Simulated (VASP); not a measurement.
# V (P6_3/mmc) in VASP: a series of runs

The runs below take V through single point, with revPBE.

Program: VASP 6.6.1. These are calculated values, not measurements. Logs are shortened: lines on timing, memory, paths and dates and some standing lists are left out, and cuts for length are marked.

### 1 The cell of the first run

The structure is hexagonal, space group P6_3/mmc (No. 194). Conventional cell: a = 2.752 Å, b = 2.752 Å, c = 9.642 Å, α = 90.00°, β = 90.00°, γ = 120.00°. Within 3.6 Å of V (site symmetry -3m) lie 12 V at 2.75 to 2.89 Å. V (site symmetry -6m2) has 12 V at 2.75 to 2.89 Å within 3.6 Å.

This isn't the form of V at room conditions, which is bcc.

### 2 Single point, revPBE (15.81 Å³/atom)

Input file INCAR:

```
PREC = Accurate
ENCUT = 520
EDIFF = 1E-7
ISMEAR = -1
SIGMA = 0.1
LREAL = False
LASPH = True
NELM = 80
ALGO = Normal
ISIF = 2
LWAVE = False
LCHARG = False
GGA = RE
NBANDS = 34
```

Input file KPOINTS:

```
Automatic mesh
0
Gamma
  15 15 4
```

Input file POSCAR:

```
V
1.0
    2.7520851638      0.0000000000      0.0000000000
   -1.3760425819      2.3833756653      0.0000000000
    0.0000000000      0.0000000000      9.6418452612
V
4
Direct
    1.0000000000      1.0000000000      0.0000000000
    1.0000000000      1.0000000000      0.5000000000
    0.3333333333      0.6666666667      0.2500000000
    0.6666666667      0.3333333333      0.7500000000
```

Potentials or basis: VASP PAW PBE potentials, release 64 (V_sv).

The run is started by

```console
$ cat potpaw_PBE.64/V_sv/POTCAR > POTCAR
$ mpirun -np 1 vasp_std > vasp.out
```

OUTCAR:

```text
PREC = Accurate
   ENCUT = 520
   EDIFF = 1E-7
   ISMEAR = -1
   LREAL = False
   LASPH = True
   NELM = 80
   ISIF = 2
   GGA = RE

 ion  position               nearest neighbor table
   1  0.000  0.000  0.000-   3 2.89   4 2.89   4 2.89   3 2.89   4 2.89   3 2.89
   2  0.000  0.000  0.500-   3 2.89   4 2.89   4 2.89   3 2.89   4 2.89   3 2.89
   3  0.333  0.667  0.250-   1 2.89   2 2.89   1 2.89   2 2.89   1 2.89   2 2.89
   4  0.667  0.333  0.750-   1 2.89   2 2.89   1 2.89   2 2.89   1 2.89   2 2.89

  LATTYP: Found a hexagonal cell.
 ALAT       =     2.7520851638
 C/A-ratio  =     3.5034690743

  Lattice vectors:

 A1 = (   2.7520851638,   0.0000000000,   0.0000000000)
 A2 = (  -1.3760425819,   2.3833756653,   0.0000000000)
 A3 = (   0.0000000000,   0.0000000000,   9.6418452612)

Analysis of symmetry for initial positions (statically):
=====================================================================
 Subroutine PRICEL returns:
 Original cell was already a primitive cell.

 Routine SETGRP: Setting up the symmetry group for a
 hexagonal supercell.

 Subroutine GETGRP returns: Found 24 space group operations
 (whereof 12 operations were pure point group operations)
 out of a pool of 24 trial point group operations.

The static configuration has the point symmetry D_3d.
 The point group associated with its full space group is D_6h.

Analysis of symmetry for dynamics (positions and initial velocities):
=====================================================================
 Subroutine PRICEL returns:
 Original cell was already a primitive cell.

 Routine SETGRP: Setting up the symmetry group for a
 hexagonal supercell.

 Subroutine GETGRP returns: Found 24 space group operations
 (whereof 12 operations were pure point group operations)
 out of a pool of 24 trial point group operations.

The dynamic configuration has the point symmetry D_3d.
 The point group associated with its full space group is D_6h.

 Subroutine INISYM returns: Found 24 space group operations
 (whereof 12 operations are pure point group operations),
 and found     1 'primitive' translations

----------------------------------------------------------------------------------------

                                     Primitive cell

  volume of cell :      63.2433

  direct lattice vectors                    reciprocal lattice vectors
     2.752085164  0.000000000  0.000000000     0.363360848  0.209786484  0.000000000
    -1.376042582  2.383375665  0.000000000     0.000000000  0.419572967  0.000000000
     0.000000000  0.000000000  9.641845261     0.000000000  0.000000000  0.103714587

  length of vectors
     2.752085164  2.752085164  9.641845261     0.419572967  0.419572967  0.103714587

  position of ions in fractional coordinates (direct lattice)
     0.000000000  0.000000000  0.000000000
     0.000000000  0.000000000  0.500000000
     0.333333333  0.666666667  0.250000000
     0.666666667  0.333333333  0.750000000

  ion indices of the primitive-cell ions
   primitive index   ion index
                 1           1
                 2           2
                 3           3
                 4           4

----------------------------------------------------------------------------------------

 KPOINTS: Automatic mesh

Automatic generation of k-mesh.
 Grid dimensions read from file:
 generate k-points for:   15   15    4

 Generating k-lattice:

  Cartesian coordinates                     Fractional coordinates (reciprocal lattice)
     0.024224057  0.013985766  0.000000000     0.066666667  0.000000000  0.000000000
     0.000000000  0.027971531  0.000000000     0.000000000  0.066666667  0.000000000
     0.000000000  0.000000000  0.025928647     0.000000000  0.000000000  0.250000000

  Length of vectors
     0.027971531  0.027971531  0.025928647

  Shift w.r.t. Gamma in fractional coordinates (k-lattice)
     0.000000000  0.000000000  0.000000000

 Subroutine IBZKPT returns following result:
 ===========================================

 Found     81 irreducible k-points:

 Following reciprocal coordinates:
            Coordinates               Weight
  0.000000  0.000000  0.000000      1.000000
  0.066667  0.000000  0.000000      6.000000
  0.133333  0.000000  0.000000      6.000000
  0.200000  0.000000  0.000000      6.000000
  0.266667  0.000000  0.000000      6.000000
  0.333333  0.000000  0.000000      6.000000
[... 16 lines left out ...]
  0.333333  0.200000  0.000000     12.000000
  0.400000  0.200000  0.000000      6.000000
 [... further k-points ...]
   k-points           NKPTS =     81   k-points in BZ     NKDIM =     81   number of bands    NBANDS=     34
   number of dos      NEDOS =    301   number of ions     NIONS =      4
   total plane-waves  NPLWV =  28800
   dimension x,y,z NGX =    20 NGY =   20 NGZ =   72
   dimension x,y,z NGXF=    40 NGYF=   40 NGZF=  144
   ions per type =               4
   NGX,Y,Z   is equivalent  to a cutoff of  12.08, 12.08, 12.41 a.u.
   NGXF,Y,Z  is equivalent  to a cutoff of  24.16, 24.16, 24.83 a.u.
 SYSTEM =  unknown system
   PREC   = accura    normal or accurate (medium, high low for compatibility)
   ISTART =      0    job   : 0-new  1-cont  2-samecut
   ICHARG =      2    charge: 1-file 2-atom 10-const
   ISPIN  =      1    spin polarized calculation?
   LNONCOLLINEAR =      F non collinear calculations
   LSORBIT =      F    spin-orbit coupling
   LASPH  =      T    aspherical Exc in radial PAW
   ENCUT  =  520.0 eV  38.22 Ry    6.18 a.u.   5.12  5.12 17.93*2*pi/ulx,y,z
   NELM   =     80;   NELMIN=  2; NELMDL= -5     # of ELM steps
   EDIFF  = 0.1E-06   stopping-criterion for ELM
   LREAL  =      F    real-space projection
   EDIFFG = 0.1E-05   stopping-criterion for IOM
   NSW    =      0    number of steps for IOM
   IBRION =     -1    ionic relax: 0-MD 1-quasi-New 2-CG
   NFREE  =      0    steps in history (QN), initial steepest desc. (CG)
   ISIF   =      2    stress and relaxation
   ISYM   =      2    0-nonsym 1-usesym 2-fastsym
   POTIM  = 0.5000    time-step for ionic-motion
   TEBEG  =    0.0;   TEEND  =   0.0 temperature during run
   PSTRESS=    0.0 pullay stress
   NELECT =      52.0000    total number of electrons
   NUPDOWN=      -1.0000    fix difference up-down
   EMIN   =  10.00;   EMAX   =-10.00  energy-range for DOS
   EFERMI =   0.00;   METHOD = LEGACY
   ISMEAR =    -1;   SIGMA  =   0.10  broadening in eV -4-tet -1-fermi 0-gaus
   EFERMI_NEDOS =   21; number of points for ismear=-14 and -15
   IALGO  =     38    algorithm
   IMIX   =      4    mixing-type and parameters
     AMIX     =   0.40;   BMIX     =  1.00
     AMIX_MAG =   1.60;   BMIX_MAG =  1.00
  volume/ion in A,a.u.               =      15.81       106.70
  Fermi-wavevector in a.u.,A,eV,Ry     =   1.533691  2.898255 32.003719  2.352207
  Thomas-Fermi vector in A             =   2.640723
   LORBIT       =      0    0 simple, 1 ext, 2 COOP (PROOUT), +10 PAW based schemes
   GGA     = RE    functional components
   LHFCALC =     F    Hartree Fock is set to
   AEXX    =    0.0000 exact exchange contribution
   IVDW    =     0    specifies the selected vdW correction
   LEPSILON=     F    determine dielectric tensor
   LRPA    =     F    only Hartree local field effects (RPA)
 non-spin polarized calculation
  energy-cutoff  :      520.00
  volume of cell :       63.24
 maximum number of plane-waves:      1722
   NGX = 11   NGY = 11   NGZ = 35

 number of electron      51.9999975 magnetization

 Free energy of the ion-electron system (eV)
  ---------------------------------------------------
  ext. energy  EPLUGINS =         0.00000000
  ---------------------------------------------------
  free energy    TOTEN  =       -33.30384481 eV

  energy without entropy =      -33.04997684  energy(sigma->0) =      -33.17691082

 E-fermi :   8.2078     XC(G=0): -11.9643

 val. band max:        8.2052159142   @ k =   0.2667   0.2000   0.5000
 cond. band min:       8.2203802397   @ k =   0.0667   0.0667   0.2500
 fundamental gap:      0.0151643254
 Fermi energy:         8.2077840536

 k-point     1 :       0.0000    0.0000    0.0000
  band No.  band energies     occupation
      1     -56.0769      2.00000
      2     -56.0558      2.00000
      3     -56.0186      2.00000
      4     -55.9973      2.00000
      5     -30.0256      2.00000
      6     -29.8134      2.00000
[... 26 lines left out ...]
     33       9.7451      0.00000
     34       9.7451      0.00000

 k-point     2 :       0.0667    0.0000    0.0000
  band No.  band energies     occupation
      1     -56.0727      2.00000
      2     -56.0522      2.00000
      3     -56.0151      2.00000
      4     -55.9943      2.00000
      5     -30.0180      2.00000
      6     -29.8122      2.00000
[... 26 lines left out ...]
     33       9.6353      0.00000
     34       9.6723      0.00000

 k-point     3 :       0.1333    0.0000    0.0000
  band No.  band energies     occupation
      1     -56.0608      2.00000
      2     -56.0421      2.00000
      3     -56.0049      2.00000
      4     -55.9860      2.00000
      5     -29.9963      2.00000
      6     -29.8106      2.00000
[... 26 lines left out ...]
     33       9.3850      0.00002
     34       9.5097      0.00000

 k-point     4 :       0.2000    0.0000    0.0000
  band No.  band energies     occupation
      1     -56.0431      2.00000
      2     -56.0271      2.00000
      3     -55.9900      2.00000
      4     -55.9738      2.00000
      5     -29.9629      2.00000
      6     -29.8187      2.00000
[... 26 lines left out ...]
     33       9.3707      0.00002
     34       9.4014      0.00001

 k-point     5 :       0.2667    0.0000    0.0000
  band No.  band energies     occupation
      1     -56.0225      2.00000
      2     -56.0099      2.00000
      3     -55.9728      2.00000
      4     -55.9601      2.00000
      5     -29.9257      2.00000
      6     -29.8714      2.00000
[... 621 lines left out ...]
 k-point    22 :       0.2667    0.2000    0.0000
  band No.  band energies     occupation
      1     -55.9820      2.00000
      2     -55.9773      2.00000
      3     -55.9400      2.00000
      4     -55.9354      2.00000
      5     -29.9789      2.00000
      6     -29.9570      2.00000
[... 26 lines left out ...]
     33      10.0317      0.00000
     34      10.6582      0.00000

 k-point    23 :       0.3333    0.2000    0.0000
  band No.  band energies     occupation
      1     -55.9712      2.00000
      2     -55.9690      2.00000
      3     -55.9318      2.00000
      4     -55.9295      2.00000
      5     -30.0049      2.00000
      6     -29.9931      2.00000
[... 26 lines left out ...]
     33      10.1191      0.00000
     34      10.6006      0.00000

 k-point    24 :       0.4000    0.2000    0.0000
  band No.  band energies     occupation
      1     -55.9674      2.00000
      2     -55.9661      2.00000
      3     -55.9288      2.00000
      4     -55.9275      2.00000
      5     -30.0137      2.00000
      6     -30.0058      2.00000
[... 26 lines left out ...]
     33      10.3405      0.00000
     34      10.4869      0.00000

 [... further k-points ...]

------------------------ aborting loop because EDIFF is reached ----------------------------------------

  FORCE on cell =-STRESS in cart. coord.  units (eV):
  Direction    XX          YY          ZZ          XY          YZ          ZX
  --------------------------------------------------------------------------------------
  -------------------------------------------------------------------------------------
  Total       -5.8480163     -5.8480163     -5.8656994      0.0000000      0.0000000      0.0000000
  in kB     -148.1510153   -148.1510153   -148.5989897      0.0000000      0.0000000      0.0000000
  external PRESSURE =    -148.3003401 kB  Pullay stress =       0.0000000 kB

 VOLUME and BASIS-vectors are now :
 -----------------------------------------------------------------------------
  energy-cutoff  :      520.00
  volume of cell :       63.24
      direct lattice vectors                 reciprocal lattice vectors
     2.752085164  0.000000000  0.000000000     0.363360848  0.209786484  0.000000000
    -1.376042582  2.383375665  0.000000000     0.000000000  0.419572967  0.000000000
     0.000000000  0.000000000  9.641845261     0.000000000  0.000000000  0.103714587

 POSITION                                       TOTAL-FORCE (eV/Angst)
 -----------------------------------------------------------------------------------
      0.00000      0.00000      0.00000         0.000000      0.000000     -0.000000
      0.00000      0.00000      4.82092         0.000000      0.000000     -0.000000
     -0.00000      1.58892      2.41046         0.000000     -0.000000      0.000000
      1.37604      0.79446      7.23138        -0.000000      0.000000     -0.000000
 -----------------------------------------------------------------------------------
    total drift:                                0.000000     -0.000000      0.000000

  FREE ENERGIE OF THE ION-ELECTRON SYSTEM (eV)
  ---------------------------------------------------
  free  energy   TOTEN  =       -33.3038448121 eV

  energy  without entropy=      -33.0499768355  energy(sigma->0) =      -33.17691082
```

Wall time 5 min (1 thread of Intel Xeon 8259CL, shared host); peak memory 0.26 GiB.

What came out:

| Item | Value |
| --- | --- |
| Free energy | -33.3038 eV |
| Pressure | -14.8 GPa |
| Band gap on the k mesh | zero (bands 26 and 27 overlap by 0.78 eV) |

Caveat: the cell stands under tension; the PAW data sets were made with another functional, which shifts forces and pressure a little.

[end of part 1 of 2]
